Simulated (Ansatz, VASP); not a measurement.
# Ga: VASP beside Ansatz

File INCAR:

```
SYSTEM = Ga
ALGO = Fast
EDIFF = 1E-6
ENCUT = 520
GGA = PS
ISIF = 2
ISMEAR = 0
LASPH = .TRUE.
LCHARG = .TRUE.
LELF = .TRUE.
LREAL = .FALSE.
LVHAR = .TRUE.
LWAVE = .FALSE.
NBANDS = 34
NELM = 60
PREC = Accurate
SIGMA = 0.15
```

The input KPOINTS:

```
k-points
0
G
  10 10 10
  0 0 0
```

File POSCAR:

```
Ga
1.0
    2.2350478178     -3.7986615528     -0.2235047818
    2.2350478178      3.7986615528     -0.2235047818
   -0.4489776120      0.0000000000      3.8163097021
Ga
4
Direct
    0.1559156097      0.8440843903      0.0832479706
    0.6559156097      0.3440843903      0.4167520294
    0.8440843903      0.1559156097      0.9167520294
    0.3440843903      0.6559156097      0.5832479706
```

Input for Ansatz:

```yaml
crystal:
  lattice:
    - [2.2350478178, -3.7986615528, -0.2235047818]
    - [2.2350478178, 3.7986615528, -0.2235047818]
    - [-0.448977612, 0.0, 3.8163097021]
  atoms:
    - { symbol: Ga, position: [0.1559156097, 0.8440843903, 0.0832479706] }
    - { symbol: Ga, position: [0.6559156097, 0.3440843903, 0.4167520294] }
    - { symbol: Ga, position: [0.8440843903, 0.1559156097, 0.9167520294] }
    - { symbol: Ga, position: [0.3440843903, 0.6559156097, 0.5832479706] }
basis:
  ecutwfc: 420
kpoints:
  mp_grid: { grid: [10, 10, 10] }
hamiltonian:
  xc: pbesol
scf:
  occupations: { method: gaussian, width: 0.15 }
output:
  forces: true
  stress: true
  eigenvalues: true
```

Change from the starting cell: engineering shear strain xz -0.2000, normal strain along z -0.1500.

Alike in both runs: task single point; functional PBEsol; k mesh 10 × 10 × 10; occupations gaussian, width 0.15 eV; no spin polarisation.

```csv
,VASP,Ansatz
version,VASP 6.6.1,Ansatz 0.2.0
potentials or method,"VASP PAW PBE potentials, release 64 (Ga_d), cutoff 520 eV","scalar-relativistic, plane waves, PAW"
valence electrons in the cell,52,52
```

|  | VASP | Ansatz | Ansatz less VASP |
| --- | --- | --- | --- |
| gap on the k mesh at the Fermi level (eV) | none | none | - |
| pressure (GPa) | 21.3 | 21.2 | -0.12 |
| traceless stress, the component that is largest in VASP (GPa) | 8.63 | 8.60 | -0.024 |
| rms of the force components (eV/Å) | 1.009 | 1.005 | -0.0046 |

VASP's potentials were made for PBE, not for PBEsol. Atom by atom the forces differ by 0.006 eV/Å (rms over components). A gap of «none» marks a metal or a gap that the smearing closes.
